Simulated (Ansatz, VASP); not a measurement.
Cl: VASP beside Ansatz

```
CELL_PARAMETERS angstrom
3.45505 -1.93741 0.00000
3.45505 1.93741 0.00000
0.00000 0.00000 8.00657
ATOMIC_POSITIONS crystal
Cl 0.87350 0.12650 0.11130
Cl 0.62650 0.37350 0.61130
Cl 0.12650 0.87350 0.88870
Cl 0.37350 0.62650 0.38870
```

Alike in both runs: functional PBEsol; k mesh 6 × 6 × 4; occupations gaussian, width 0.02 eV; no spin polarisation.

Ansatz relaxed the structure, and its values are those at the end. VASP's run is a single point on that final structure, the one shown.

|  | VASP | Ansatz |
| --- | --- | --- |
| version | VASP 6.6.1 | Ansatz 0.2.0 |
| potentials or method | VASP PAW PBE potentials, release 64 (Cl), cutoff 520 eV | scalar-relativistic, plane waves, PAW |
| valence electrons in the cell | 28 | 28 |

|  | VASP | Ansatz | Ansatz less VASP |
| --- | --- | --- | --- |
| gap on the k mesh at the Fermi level (eV) | 2.06 | 2.01 | -0.047 |
| least direct gap on the mesh (eV) | 2.06 | 2.01 | -0.047 |
| pressure (GPa) | -0.3 | 0.0 | +0.27 |
| rms of the force components (eV/Å) | 0.087 | 0.005 | -0.0824 |

VASP's potentials were made for PBE, not for PBEsol.
